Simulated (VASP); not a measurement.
# Ta (Pm-3n) in VASP: a series of runs

The runs below take Ta through single point, with r2SCAN.

All numbers are computed with VASP 6.6.1; they aren't measurements. Logs are shortened: lines on timing, memory, paths and dates and some standing lists are left out, and cuts for length are marked.

## (1) The cell of the first run

The structure is cubic, space group Pm-3n (No. 223). Conventional cell: a = 5.287 Å, b = 5.287 Å, c = 5.287 Å, α = 90.00°, β = 90.00°, γ = 90.00°. Ta (site symmetry m-3) has 12 Ta at 2.96 Å within 3.9 Å. Within 3.5 Å of Ta (site symmetry -4m2) lie 14 Ta at 2.64 to 3.24 Å.

## (2) Single point, r2SCAN

Contents of POSCAR:

```
Ta
1.0
    5.2867630720      0.0000000000      0.0000000000
    0.0000000000      5.2867630720      0.0000000000
    0.0000000000      0.0000000000      5.2867630720
Ta
8
Direct
    1.0000000000      0.0000000000      1.0000000000
    0.5000000000      0.5000000000      0.5000000000
    0.2500000000      0.0000000000      0.5000000000
    0.7500000000      1.0000000000      0.5000000000
    0.5000000000      0.2500000000      0.0000000000
    0.5000000000      0.7500000000      0.0000000000
    0.0000000000      0.5000000000      0.2500000000
    0.0000000000      0.5000000000      0.7500000000
```

Contents of INCAR.step1:

```
SYSTEM = Ta
ALGO = Normal
EDIFF = 1E-4
ENCUT = 520
GGA = PE
ISMEAR = -1
LASPH = .TRUE.
LCHARG = .FALSE.
LREAL = .FALSE.
LWAVE = .TRUE.
NBANDS = 54
NELM = 60
PREC = Accurate
SIGMA = 0.1
```

Contents of INCAR.step2:

```
SYSTEM = Ta
ALGO = Normal
EDIFF = 1E-6
ENCUT = 520
ISIF = 2
ISMEAR = -1
ISTART = 1
LASPH = .TRUE.
LCHARG = .TRUE.
LELF = .TRUE.
LMIXTAU = .TRUE.
LREAL = .FALSE.
LVHAR = .TRUE.
LWAVE = .FALSE.
METAGGA = R2SCAN
NBANDS = 54
NELM = 60
PREC = Accurate
SIGMA = 0.1
```

Contents of KPOINTS:

```
k-points
0
G
  5 5 5
  0 0 0
```

Potentials or basis: VASP PAW PBE potentials, release 64 (Ta_pv).

Launch:

```bash
$ cat potpaw_PBE.64/Ta_pv/POTCAR > POTCAR
$ cp INCAR.step1 INCAR
$ mpirun -np 1 vasp_std > vasp.out
$ cp INCAR.step2 INCAR
$ mpirun -np 1 vasp_std > vasp.out
```

OUTCAR:

```text
SYSTEM = Ta
   EDIFF = 1E-6
   ENCUT = 520
   ISIF = 2
   ISMEAR = -1
   ISTART = 1
   LASPH = .TRUE.
   LREAL = .FALSE.
   METAGGA = R2SCAN
   NELM = 60
   PREC = Accurate

 ion  position               nearest neighbor table
   1  0.000  0.000  0.000-   3 2.96   4 2.96   5 2.96   6 2.96   7 2.96   8 2.96   3 2.96   4 2.96
                             7 2.96   8 2.96   5 2.96   6 2.96
   2  0.500  0.500  0.500-   3 2.96   4 2.96   5 2.96   6 2.96   7 2.96   8 2.96   5 2.96   6 2.96
                             3 2.96   4 2.96   7 2.96   8 2.96
   3  0.250  0.000  0.500-   4 2.64   4 2.64   1 2.96   1 2.96   2 2.96   2 2.96   8 3.24   7 3.24
                             8 3.24   7 3.24   6 3.24   5 3.24   5 3.24   6 3.24
   4  0.750  0.000  0.500-   3 2.64   3 2.64   1 2.96   1 2.96   2 2.96   2 2.96   8 3.24   7 3.24
                             8 3.24   7 3.24   6 3.24   5 3.24   5 3.24   6 3.24
   5  0.500  0.250  0.000-   6 2.64   6 2.64   1 2.96   2 2.96   2 2.96   1 2.96   8 3.24   7 3.24
                             7 3.24   8 3.24   3 3.24   4 3.24   3 3.24   4 3.24
   6  0.500  0.750  0.000-   5 2.64   5 2.64   1 2.96   2 2.96   2 2.96   1 2.96   8 3.24   7 3.24
                             7 3.24   8 3.24   3 3.24   4 3.24   3 3.24   4 3.24
   7  0.000  0.500  0.250-   8 2.64   8 2.64   1 2.96   2 2.96   1 2.96   2 2.96   3 3.24   4 3.24
                             5 3.24   3 3.24   4 3.24   6 3.24   5 3.24   6 3.24
   8  0.000  0.500  0.750-   7 2.64   7 2.64   1 2.96   2 2.96   1 2.96   2 2.96   3 3.24   4 3.24
                             5 3.24   3 3.24   4 3.24   6 3.24   5 3.24   6 3.24

  LATTYP: Found a simple cubic cell.
 ALAT       =     5.2867630720

  Lattice vectors:

 A1 = (   5.2867630720,   0.0000000000,   0.0000000000)
 A2 = (   0.0000000000,   5.2867630720,   0.0000000000)
 A3 = (   0.0000000000,   0.0000000000,   5.2867630720)

Analysis of symmetry for initial positions (statically):
=====================================================================
 Subroutine PRICEL returns:
 Original cell was already a primitive cell.

 Routine SETGRP: Setting up the symmetry group for a
 simple cubic supercell.

 Subroutine GETGRP returns: Found 48 space group operations
 (whereof 24 operations were pure point group operations)
 out of a pool of 48 trial point group operations.

The static configuration has the point symmetry T_h .
 The point group associated with its full space group is O_h .

Analysis of symmetry for dynamics (positions and initial velocities):
=====================================================================
 Subroutine PRICEL returns:
 Original cell was already a primitive cell.

 Routine SETGRP: Setting up the symmetry group for a
 simple cubic supercell.

 Subroutine GETGRP returns: Found 48 space group operations
 (whereof 24 operations were pure point group operations)
 out of a pool of 48 trial point group operations.

The dynamic configuration has the point symmetry T_h .
 The point group associated with its full space group is O_h .

 Subroutine INISYM returns: Found 48 space group operations
 (whereof 24 operations are pure point group operations),
 and found     1 'primitive' translations

----------------------------------------------------------------------------------------

                                     Primitive cell

  volume of cell :     147.7643

  direct lattice vectors                    reciprocal lattice vectors
     5.286763072  0.000000000  0.000000000     0.189151658  0.000000000  0.000000000
     0.000000000  5.286763072  0.000000000     0.000000000  0.189151658  0.000000000
     0.000000000  0.000000000  5.286763072     0.000000000  0.000000000  0.189151658

  length of vectors
     5.286763072  5.286763072  5.286763072     0.189151658  0.189151658  0.189151658

  position of ions in fractional coordinates (direct lattice)
     0.000000000  0.000000000  0.000000000
     0.500000000  0.500000000  0.500000000
     0.250000000  0.000000000  0.500000000
     0.750000000  0.000000000  0.500000000
     0.500000000  0.250000000  0.000000000
     0.500000000  0.750000000  0.000000000
     0.000000000  0.500000000  0.250000000
     0.000000000  0.500000000  0.750000000

  ion indices of the primitive-cell ions
   primitive index   ion index
                 1           1
                 2           2
                 3           3
                 4           4
                 5           5
                 6           6
                 7           7
                 8           8

----------------------------------------------------------------------------------------

 KPOINTS: k-points

Automatic generation of k-mesh.
 Grid dimensions read from file:
 generate k-points for:    5    5    5

 Generating k-lattice:

  Cartesian coordinates                     Fractional coordinates (reciprocal lattice)
     0.037830332  0.000000000  0.000000000     0.200000000  0.000000000  0.000000000
     0.000000000  0.037830332  0.000000000     0.000000000  0.200000000  0.000000000
     0.000000000  0.000000000  0.037830332     0.000000000  0.000000000  0.200000000

  Length of vectors
     0.037830332  0.037830332  0.037830332

  Shift w.r.t. Gamma in fractional coordinates (k-lattice)
     0.000000000  0.000000000  0.000000000

 Subroutine IBZKPT returns following result:
 ===========================================

 Found     10 irreducible k-points:

 Following reciprocal coordinates:
            Coordinates               Weight
  0.000000  0.000000  0.000000      1.000000
  0.200000  0.000000  0.000000      6.000000
  0.400000  0.000000  0.000000      6.000000
  0.200000  0.200000  0.000000     12.000000
  0.400000  0.200000  0.000000     24.000000
  0.400000  0.400000  0.000000     12.000000
  0.200000  0.200000  0.200000      8.000000
  0.400000  0.200000  0.200000     24.000000
  0.400000  0.400000  0.200000     24.000000
  0.400000  0.400000  0.400000      8.000000
   k-points           NKPTS =     10   k-points in BZ     NKDIM =     10   number of bands    NBANDS=     54
   number of dos      NEDOS =    301   number of ions     NIONS =      8
   total plane-waves  NPLWV =  64000
   dimension x,y,z NGX =    40 NGY =   40 NGZ =   40
   dimension x,y,z NGXF=    80 NGYF=   80 NGZF=   80
   ions per type =               8
   NGX,Y,Z   is equivalent  to a cutoff of  12.58, 12.58, 12.58 a.u.
   NGXF,Y,Z  is equivalent  to a cutoff of  25.16, 25.16, 25.16 a.u.
 SYSTEM =  Ta
   PREC   = accura    normal or accurate (medium, high low for compatibility)
   ISTART =      1    job   : 0-new  1-cont  2-samecut
   ICHARG =      0    charge: 1-file 2-atom 10-const
   ISPIN  =      1    spin polarized calculation?
   LNONCOLLINEAR =      F non collinear calculations
   LSORBIT =      F    spin-orbit coupling
   LASPH  =      T    aspherical Exc in radial PAW
   ENCUT  =  520.0 eV  38.22 Ry    6.18 a.u.   9.83  9.83  9.83*2*pi/ulx,y,z
   NELM   =     60;   NELMIN=  2; NELMDL=  0     # of ELM steps
   EDIFF  = 0.1E-05   stopping-criterion for ELM
   LREAL  =      F    real-space projection
   EDIFFG = 0.1E-04   stopping-criterion for IOM
   NSW    =      0    number of steps for IOM
   IBRION =     -1    ionic relax: 0-MD 1-quasi-New 2-CG
   NFREE  =      0    steps in history (QN), initial steepest desc. (CG)
   ISIF   =      2    stress and relaxation
   ISYM   =      2    0-nonsym 1-usesym 2-fastsym
   POTIM  = 0.5000    time-step for ionic-motion
   TEBEG  =    0.0;   TEEND  =   0.0 temperature during run
   PSTRESS=    0.0 pullay stress
   NELECT =      88.0000    total number of electrons
   NUPDOWN=      -1.0000    fix difference up-down
   EMIN   =  10.00;   EMAX   =-10.00  energy-range for DOS
   EFERMI =   0.00;   METHOD = LEGACY
   ISMEAR =    -1;   SIGMA  =   0.10  broadening in eV -4-tet -1-fermi 0-gaus
   EFERMI_NEDOS =   21; number of points for ismear=-14 and -15
   IALGO  =     38    algorithm
   IMIX   =      4    mixing-type and parameters
     AMIX     =   0.40;   BMIX     =  1.00
     AMIX_MAG =   1.60;   BMIX_MAG =  1.00
  volume/ion in A,a.u.               =      18.47       124.65
  Fermi-wavevector in a.u.,A,eV,Ry     =   1.377355  2.602823 25.811703  1.897107
  Thomas-Fermi vector in A             =   2.502516
   LORBIT       =      0    0 simple, 1 ext, 2 COOP (PROOUT), +10 PAW based schemes
   METAGGA = R2SCAN    functional components
   LHFCALC =     F    Hartree Fock is set to
   AEXX    =    0.0000 exact exchange contribution
   IVDW    =     0    specifies the selected vdW correction
   LEPSILON=     F    determine dielectric tensor
   LRPA    =     F    only Hartree local field effects (RPA)
 non-spin polarized calculation
  energy-cutoff  :      520.00
  volume of cell :      147.76
 maximum number of plane-waves:      4004
 NGX is ok and might be reduce to    40
   NGX = 19   NGY = 19   NGZ = 19

 number of electron      87.9999971 magnetization

 Free energy of the ion-electron system (eV)
  ---------------------------------------------------
  ext. energy  EPLUGINS =         0.00000000
  ---------------------------------------------------
  free energy    TOTEN  =      -388.64027654 eV

  energy without entropy =     -388.43809100  energy(sigma->0) =     -388.53918377

 E-fermi :   5.2221     XC(G=0): -13.6178

 val. band max:        5.1913441017   @ k =   0.2000   0.2000   0.0000
 cond. band min:       5.2583240885   @ k =   0.4000   0.4000   0.0000
 fundamental gap:      0.0669799868
 Fermi energy:         5.2220538374

 k-point     1 :       0.0000    0.0000    0.0000
  band No.  band energies     occupation
      1     -30.6736      2.00000
      2     -30.6736      2.00000
      3     -30.5387      2.00000
      4     -30.2571      2.00000
      5     -30.2571      2.00000
      6     -30.2571      2.00000
[... 46 lines left out ...]
     53       8.5446      0.00000
     54       8.5578      0.00000

 k-point     2 :       0.2000    0.0000    0.0000
  band No.  band energies     occupation
      1     -30.6844      2.00000
      2     -30.6307      2.00000
      3     -30.4646      2.00000
      4     -30.2472      2.00000
      5     -30.2472      2.00000
      6     -30.1760      2.00000
[... 46 lines left out ...]
     53       8.4880      0.00000
     54       8.4985      0.00000

 k-point     3 :       0.4000    0.0000    0.0000
  band No.  band energies     occupation
      1     -30.6871      2.00000
      2     -30.6581      2.00000
      3     -30.2321      2.00000
      4     -30.2321      2.00000
      5     -30.1108      2.00000
      6     -30.0713      2.00000
[... 46 lines left out ...]
     53       8.3208      0.00000
     54       8.4464      0.00000
[... 286 lines left out ...]
 k-point     9 :       0.4000    0.4000    0.2000
  band No.  band energies     occupation
      1     -30.5851      2.00000
      2     -30.2332      2.00000
      3     -30.2145      2.00000
      4     -30.1149      2.00000
      5     -30.0735      2.00000
      6     -30.0394      2.00000
[... 46 lines left out ...]
     53       8.6594      0.00000
     54       8.9470      0.00000

 k-point    10 :       0.4000    0.4000    0.4000
  band No.  band energies     occupation
      1     -30.2602      2.00000
      2     -30.2602      2.00000
      3     -30.2521      2.00000
      4     -30.0513      2.00000
      5     -30.0513      2.00000
      6     -30.0274      2.00000
[... 46 lines left out ...]
     53       8.9202      0.00000
     54       9.2219      0.00000

------------------------ aborting loop because EDIFF is reached ----------------------------------------

  FORCE on cell =-STRESS in cart. coord.  units (eV):
  Direction    XX          YY          ZZ          XY          YZ          ZX
  --------------------------------------------------------------------------------------
  -------------------------------------------------------------------------------------
  Total        0.5435205      0.5435205      0.5435205      0.0000000      0.0000000     -0.0000000
  in kB        5.8932791      5.8932791      5.8932791      0.0000000      0.0000000     -0.0000000
  external PRESSURE =       5.8932791 kB  Pullay stress =       0.0000000 kB

 VOLUME and BASIS-vectors are now :
 -----------------------------------------------------------------------------
  energy-cutoff  :      520.00
  volume of cell :      147.76
      direct lattice vectors                 reciprocal lattice vectors
     5.286763072  0.000000000  0.000000000     0.189151658  0.000000000  0.000000000
     0.000000000  5.286763072  0.000000000     0.000000000  0.189151658  0.000000000
     0.000000000  0.000000000  5.286763072     0.000000000  0.000000000  0.189151658

 POSITION                                       TOTAL-FORCE (eV/Angst)
 -----------------------------------------------------------------------------------
      0.00000      0.00000      0.00000        -0.000000      0.000000      0.000000
      2.64338      2.64338      2.64338        -0.000000      0.000000      0.000000
      1.32169      0.00000      2.64338        -0.000000      0.000000      0.000000
      3.96507      0.00000      2.64338         0.000000     -0.000000     -0.000000
      2.64338      1.32169      0.00000        -0.000000      0.000000      0.000000
      2.64338      3.96507      0.00000         0.000000     -0.000000     -0.000000
      0.00000      2.64338      1.32169         0.000000      0.000000      0.000000
      0.00000      2.64338      3.96507         0.000000      0.000000     -0.000000
 -----------------------------------------------------------------------------------
    total drift:                               -0.000000     -0.000000      0.000000

  FREE ENERGIE OF THE ION-ELECTRON SYSTEM (eV)
  ---------------------------------------------------
  free  energy   TOTEN  =      -388.6402765384 eV

  energy  without entropy=     -388.4380910009  energy(sigma->0) =     -388.53918377
```

Wall time 3.8 min (1 thread of Intel Xeon Platinum 8259CL at 2.50GHz (Skylake/Cascade Lake), shared host); peak memory 0.27 GiB.

What came out:

| Item | Value |
| --- | --- |
| Free energy | -388.6403 eV |
| Pressure | 0.6 GPa |
| Band gap on the k mesh | zero (bands 44 and 45 overlap by 0.17 eV) |

Caveat: the PAW data sets were made with another functional, which shifts forces and pressure a little; spin-orbit coupling is left out, which moves the levels of the heavy elements.

## (3) Single point, r2SCAN

POSCAR is that of step 2.

INCAR.step1 is that of step 2.

Edit INCAR.step2 of step 2 so:

```diff
@@ -8,7 +8,5 @@
 LASPH = .TRUE.
-LCHARG = .TRUE.
-LELF = .TRUE.
+LCHARG = .FALSE.
 LMIXTAU = .TRUE.
 LREAL = .FALSE.
-LVHAR = .TRUE.
 LWAVE = .FALSE.
```

Contents of KPOINTS:

```
k-points
0
G
  7 7 7
  0 0 0
```

Potentials or basis: VASP PAW PBE potentials, release 64 (Ta_pv).

Launch:

```bash
$ cat potpaw_PBE.64/Ta_pv/POTCAR > POTCAR
$ cp INCAR.step1 INCAR
$ mpirun -np 1 vasp_std > vasp.out
$ cp INCAR.step2 INCAR
$ mpirun -np 1 vasp_std > vasp.out
```

It took 7.1 min on 1 thread of Intel Xeon Platinum 8259CL at 2.50GHz (Skylake/Cascade Lake), shared host; peak memory 0.31 GiB.

Results (log left out):

```yaml
Free_energy: -388.6185 eV
Pressure: 0.7 GPa
Band_gap_on_the_k_mesh: zero (bands 44 and 45 overlap by 0.37 eV)
```

Levels at points of the mesh, in eV from the Fermi level:
| k point | band 42 | band 43 | band 44 | band 45 | band 46 | band 47 |
| --- | --- | --- | --- | --- | --- | --- |
| (0.00, 0.00, 0.00) | -1.10 | -0.82 | -0.82 | 0.18 | 0.18 | 0.96 |

Caveat: the PAW data sets were made with another functional, which shifts forces and pressure a little; spin-orbit coupling is left out, which moves the levels of the heavy elements.

The gap in the log of VASP goes by the Fermi energy; the results here count the filled bands.